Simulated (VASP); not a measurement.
# AlN (P6_3mc) in VASP: a series of runs, part 2 of 3

VASP 6.6.1. The steps go on from the part before.

## 4. Single point, r2SCAN

This run uses another cell than the first one, of the same volume but with other edges.

The input, POSCAR:

```
AlN
1.0
    3.1986817736      0.0000000000      0.0000000000
   -1.5993408868      2.7701396745      0.0000000000
    0.0000000000      0.0000000000      4.7088346859
Al N
2 2
Direct
    0.3333333333      0.6666666667      0.0000000000
    0.6666666667      0.3333333333      0.5000000000
    0.3333333333      0.6666666667      0.3850000000
    0.6666666667      0.3333333333      0.8850000000
```

The input, INCAR.step1:

```
SYSTEM = AlN
  PREC = Accurate
  ENCUT = 520
  ISMEAR = 0
  SIGMA = 0.05
  LREAL = .False.
  LASPH = .True.
  NELM = 60
  NBANDS = 16
  GGA = PE
  ALGO = Normal
  EDIFF = 1E-4
  LWAVE = .True.
  LCHARG = .False.
```

The input, INCAR.step2:

```
SYSTEM = AlN
  PREC = Accurate
  ENCUT = 520
  EDIFF = 1E-6
  ISMEAR = 0
  SIGMA = 0.05
  LREAL = .False.
  LASPH = .True.
  NELM = 60
  ALGO = Normal
  ISIF = 2
  LWAVE = .False.
  LCHARG = .True.
  METAGGA = R2SCAN
  LMIXTAU = .True.
  LELF = .True.
  LVHAR = .True.
  NBANDS = 16
  ISTART = 1
```

The input, KPOINTS:

```
regular mesh
0
Gamma
  12 12 6
  0 0 0
```

Potentials or basis: VASP PAW PBE potentials, release 64 (Al, N).

Run with:

```
$ cat potpaw_PBE.64/Al/POTCAR potpaw_PBE.64/N/POTCAR > POTCAR
$ cp INCAR.step1 INCAR
$ mpirun -np 1 vasp_std > vasp.out
$ cp INCAR.step2 INCAR
$ mpirun -np 1 vasp_std > vasp.out
```

OUTCAR:

```text
SYSTEM = AlN
   PREC = Accurate
   ENCUT = 520
   EDIFF = 1E-6
   ISMEAR = 0
   LREAL = .False.
   LASPH = .True.
   NELM = 60
   ISIF = 2
   METAGGA = R2SCAN
   ISTART = 1

 ion  position               nearest neighbor table
   1  0.333  0.667  0.000-   3 1.81   4 1.92   4 1.92   4 1.92   2 2.99   2 2.99   2 2.99   2 2.99
                             2 2.99   2 2.99
   2  0.667  0.333  0.500-   4 1.81   3 1.92   3 1.92   3 1.92   1 2.99   1 2.99   1 2.99   1 2.99
                             1 2.99   1 2.99
   3  0.333  0.667  0.385-   1 1.81   2 1.92   2 1.92   2 1.92
   4  0.667  0.333  0.885-   2 1.81   1 1.92   1 1.92   1 1.92

  LATTYP: Found a hexagonal cell.
 ALAT       =     3.1986817736
 C/A-ratio  =     1.4721172718

  Lattice vectors:

 A1 = (   3.1986817736,   0.0000000000,   0.0000000000)
 A2 = (  -1.5993408868,   2.7701396745,   0.0000000000)
 A3 = (   0.0000000000,   0.0000000000,   4.7088346859)

Analysis of symmetry for initial positions (statically):
=====================================================================
 Subroutine PRICEL returns:
 Original cell was already a primitive cell.

 Routine SETGRP: Setting up the symmetry group for a
 hexagonal supercell.
[... 171 lines left out ...]

  energy without entropy =      -38.22480841  energy(sigma->0) =      -38.22480841

 E-fermi :   6.4558     XC(G=0): -11.4040

 val. band max:        6.1735634847   @ k =   0.0000   0.0000   0.0000
 cond. band min:      10.7568711025   @ k =   0.0000   0.0000   0.0000
 fundamental gap:      4.5833076178
 Fermi energy:         6.4557697666

 k-point     1 :       0.0000    0.0000    0.0000
  band No.  band energies     occupation
      1     -10.0866      2.00000
      2      -7.6019      2.00000
      3       0.0971      2.00000
      4       4.6559      2.00000
      5       4.6559      2.00000
      6       5.5889      2.00000
[... 433 lines left out ...]
      3       0.8655      2.00000
      4       2.0336      2.00000
      5       2.7112      2.00000
      6       3.7529      2.00000
[... 8 lines left out ...]
     15      19.6962      0.00000
     16      20.6825      0.00000

 [... further k-points ...]
[... 5 lines left out ...]
  --------------------------------------------------------------------------------------
  -------------------------------------------------------------------------------------
  Total       -3.0316165     -3.0316165      5.6775711      0.0000000      0.0000000      0.0000000
  in kB     -116.4122539   -116.4122538    218.0153228      0.0000000      0.0000000      0.0000000
  external PRESSURE =      -4.9363950 kB  Pullay stress =       0.0000000 kB

 VOLUME and BASIS-vectors are now :
 -----------------------------------------------------------------------------
  energy-cutoff  :      520.00
  volume of cell :       41.72
      direct lattice vectors                 reciprocal lattice vectors
     3.198681774  0.000000000  0.000000000     0.312628786  0.180496314  0.000000000
    -1.599340887  2.770139675  0.000000000     0.000000000  0.360992628  0.000000000
     0.000000000  0.000000000  4.708834686     0.000000000  0.000000000  0.212366767

 POSITION                                       TOTAL-FORCE (eV/Angst)
 -----------------------------------------------------------------------------------
     -0.00000      1.84676      0.00000        -0.000000      0.000000     -1.097296
      1.59934      0.92338      2.35442         0.000000      0.000000     -1.097296
     -0.00000      1.84676      1.81290         0.000000     -0.000000      1.097296
      1.59934      0.92338      4.16732        -0.000000      0.000000      1.097296
 -----------------------------------------------------------------------------------
    total drift:                               -0.000000     -0.000000     -0.019511

  FREE ENERGIE OF THE ION-ELECTRON SYSTEM (eV)
  ---------------------------------------------------
  free  energy   TOTEN  =       -38.2248084090 eV

  energy  without entropy=      -38.2248084090  energy(sigma->0) =      -38.22480841
```

OUTCAR.step1:

```text
SYSTEM = AlN
   PREC = Accurate
   ENCUT = 520
   ISMEAR = 0
   LREAL = .False.
   LASPH = .True.
   NELM = 60
[... 689 lines left out ...]
      1.59934      0.92338      2.35442        -0.000000     -0.000000     -1.130300
     -0.00000      1.84676      1.81290         0.000000      0.000000      1.130300
      1.59934      0.92338      4.16732        -0.000000     -0.000000      1.130300
 -----------------------------------------------------------------------------------
    total drift:                               -0.000000     -0.000000      0.006063

  FREE ENERGIE OF THE ION-ELECTRON SYSTEM (eV)
  ---------------------------------------------------
  free  energy   TOTEN  =       -29.5512052316 eV

  energy  without entropy=      -29.5512052316  energy(sigma->0) =      -29.55120523
```

Run time: 46 s. Hardware: 1 thread of Intel Xeon 6975P-C (Granite Rapids), shared host; peak memory 0.18 GiB.

Results:

```yaml
Free_energy: -38.2248 eV
Pressure: -0.5 GPa
Largest_force: 1.097 eV/Å
Band_gap_on_the_k_mesh: 4.58 eV, direct
```

Forces in eV/Å, atoms in the order of the input:
```
Al   0.000  0.000 -1.097
Al   0.000  0.000 -1.097
N    0.000  0.000  1.097
N    0.000  0.000  1.097
```

Stress tensor (GPa, compression positive):
```
-11.64   0.00   0.00
  0.00 -11.64   0.00
  0.00   0.00  21.80
```

Levels at points of the mesh, in eV from the valence-band top:
| k point | band 5 | band 6 | band 7 | band 8 | band 9 | band 10 | band 11 | band 12 |
| --- | --- | --- | --- | --- | --- | --- | --- | --- |
| (0.00, 0.00, 0.00) | -1.52 | -0.58 | -0.58 | 0.00 | 4.58 | 6.47 | 10.96 | 10.96 |
| (0.50, 0.00, 0.00) | -3.64 | -2.76 | -1.99 | -0.89 | 5.84 | 6.78 | 8.69 | 11.04 |
| (0.00, 0.00, 0.50) | -1.07 | -1.07 | -1.07 | -1.07 | 6.63 | 6.63 | 11.26 | 11.26 |
| (0.50, 0.00, 0.50) | -1.95 | -1.95 | -1.40 | -1.40 | 5.94 | 5.94 | 10.10 | 10.10 |

Caveat: the PAW data sets were made with another functional, which shifts forces and pressure a little.

## 5. Single point, r2SCAN

This run uses another cell than the first one, of the same volume but with other edges.

The input, POSCAR:

```
AlN
1.0
    3.0137189557      0.0000000000      0.0000000000
   -1.5068594779      2.6099571755      0.0000000000
    0.0000000000      0.0000000000      5.3045679346
Al N
2 2
Direct
    0.3333333333      0.6666666667      0.0000000000
    0.6666666667      0.3333333333      0.5000000000
    0.3333333333      0.6666666667      0.3850000000
    0.6666666667      0.3333333333      0.8850000000
```

The input, INCAR.step1:

```
SYSTEM = AlN
PREC = Accurate
ENCUT = 520
ISMEAR = 0
SIGMA = 0.05
LREAL = .FALSE.
LASPH = .TRUE.
NELM = 100
NBANDS = 16
GGA = PE
ALGO = Normal
EDIFF = 1E-4
LWAVE = .TRUE.
LCHARG = .FALSE.
```

The input, INCAR.step2:

```
SYSTEM = AlN
PREC = Accurate
ENCUT = 520
EDIFF = 1E-7
ISMEAR = 0
SIGMA = 0.05
LREAL = .FALSE.
LASPH = .TRUE.
NELM = 100
ALGO = Normal
ISIF = 2
LWAVE = .FALSE.
LCHARG = .FALSE.
METAGGA = R2SCAN
LMIXTAU = .TRUE.
NBANDS = 16
ISTART = 1
```

The input, KPOINTS:

```
regular mesh
0
G
  12 12 6
  0 0 0
```

Potentials or basis: VASP PAW PBE potentials, release 64 (Al, N).

Run with:

```
$ cat potpaw_PBE.64/Al/POTCAR potpaw_PBE.64/N/POTCAR > POTCAR
$ cp INCAR.step1 INCAR
$ mpirun -np 1 vasp_std > vasp.out
$ cp INCAR.step2 INCAR
$ mpirun -np 1 vasp_std > vasp.out
```

OUTCAR:

```text
SYSTEM = AlN
   PREC = Accurate
   ENCUT = 520
   EDIFF = 1E-7
   ISMEAR = 0
   LREAL = .FALSE.
   LASPH = .TRUE.
   NELM = 100
   ISIF = 2
   METAGGA = R2SCAN
   ISTART = 1

 ion  position               nearest neighbor table
   1  0.333  0.667  0.000-   4 1.84   4 1.84   4 1.84   3 2.04   2 3.17   2 3.17   2 3.17   2 3.17
                             2 3.17   2 3.17
   2  0.667  0.333  0.500-   3 1.84   3 1.84   3 1.84   4 2.04   1 3.17   1 3.17   1 3.17   1 3.17
                             1 3.17   1 3.17
   3  0.333  0.667  0.385-   2 1.84   2 1.84   2 1.84   1 2.04
   4  0.667  0.333  0.885-   1 1.84   1 1.84   1 1.84   2 2.04
[... 662 lines left out ...]
  -------------------------------------------------------------------------------------
  Total        4.1012658      4.1012658     -5.9402511     -0.0000000      0.0000000      0.0000000
  in kB      157.4861464    157.4861464   -228.1020756     -0.0000000      0.0000000      0.0000000
  external PRESSURE =      28.9567391 kB  Pullay stress =       0.0000000 kB

 VOLUME and BASIS-vectors are now :
 -----------------------------------------------------------------------------
  energy-cutoff  :      520.00
  volume of cell :       41.72
      direct lattice vectors                 reciprocal lattice vectors
     3.013718956  0.000000000  0.000000000     0.331815944  0.191574025  0.000000000
    -1.506859478  2.609957175  0.000000000     0.000000000  0.383148049  0.000000000
     0.000000000  0.000000000  5.304567935     0.000000000  0.000000000  0.188516767

 POSITION                                       TOTAL-FORCE (eV/Angst)
 -----------------------------------------------------------------------------------
     -0.00000      1.73997      0.00000        -0.000000      0.000000      0.844905
      1.50686      0.86999      2.65228         0.000000     -0.000000      0.844905
     -0.00000      1.73997      2.04226        -0.000000      0.000000     -0.844905
      1.50686      0.86999      4.69454        -0.000000     -0.000000     -0.844905
 -----------------------------------------------------------------------------------
    total drift:                               -0.000000      0.000000     -0.021850

  FREE ENERGIE OF THE ION-ELECTRON SYSTEM (eV)
  ---------------------------------------------------
  free  energy   TOTEN  =       -38.1162922252 eV

  energy  without entropy=      -38.1162922252  energy(sigma->0) =      -38.11629223
```

OUTCAR.step1:

```text
SYSTEM = AlN
   PREC = Accurate
   ENCUT = 520
   ISMEAR = 0
   LREAL = .FALSE.
   LASPH = .TRUE.
   NELM = 100
[... 689 lines left out ...]
      1.50686      0.86999      2.65228        -0.000000      0.000000      0.885450
     -0.00000      1.73997      2.04226         0.000000     -0.000000     -0.885450
      1.50686      0.86999      4.69454        -0.000000      0.000000     -0.885450
 -----------------------------------------------------------------------------------
    total drift:                                0.000000      0.000000     -0.001781

  FREE ENERGIE OF THE ION-ELECTRON SYSTEM (eV)
  ---------------------------------------------------
  free  energy   TOTEN  =       -29.4381174494 eV

  energy  without entropy=      -29.4381174494  energy(sigma->0) =      -29.43811745
```

OSZICAR.step1:

```text
N       E                     dE             d eps       ncg     rms          rms(c)
DAV:   1     0.417298024408E+02    0.41730E+02   -0.73012E+03  2432   0.892E+02
DAV:   2    -0.308808316769E+02   -0.72611E+02   -0.66069E+02  3360   0.189E+02
DAV:   3    -0.343609309953E+02   -0.34801E+01   -0.34683E+01  3064   0.421E+01
DAV:   4    -0.343823513875E+02   -0.21420E-01   -0.21419E-01  3048   0.376E+00
DAV:   5    -0.343826264049E+02   -0.27502E-03   -0.27501E-03  3088   0.430E-01    0.124E+01
DAV:   6    -0.294424977862E+02    0.49401E+01   -0.11342E+01  2888   0.241E+01    0.428E+00
DAV:   7    -0.294550537426E+02   -0.12556E-01   -0.67084E-01  2576   0.577E+00    0.299E+00
DAV:   8    -0.294412451990E+02    0.13809E-01   -0.64778E-02  3040   0.224E+00    0.462E-01
DAV:   9    -0.294376182383E+02    0.36270E-02   -0.10991E-02  3056   0.764E-01    0.241E-01
DAV:  10    -0.294381722474E+02   -0.55401E-03   -0.18926E-03  2664   0.285E-01    0.112E-01
DAV:  11    -0.294381174494E+02    0.54798E-04   -0.23496E-04  2600   0.123E-01
   1 F= -.29438117E+02 E0= -.29438117E+02  d E =-.652279E-19
```

Wall time 55 s (1 thread of Intel Xeon 6975P-C (Granite Rapids), shared host); peak memory 0.19 GiB.

What came out:

```
Free energy            : -38.1163 eV
Pressure               : 2.9 GPa
Largest force          : 0.845 eV/Å
Band gap on the k mesh : 4.69 eV, direct
```

Forces on the atoms (eV/Å):
```
Al   0.000  0.000  0.845
Al   0.000  0.000  0.845
N    0.000  0.000 -0.845
N    0.000  0.000 -0.845
```

Stress tensor (GPa, compression positive):
```
 15.75   0.00   0.00
  0.00  15.75   0.00
  0.00   0.00 -22.81
```

Caveat: the PAW data sets were made with another functional, which shifts forces and pressure a little. A k mesh can miss the band edges.

[end of part 2 of 3]
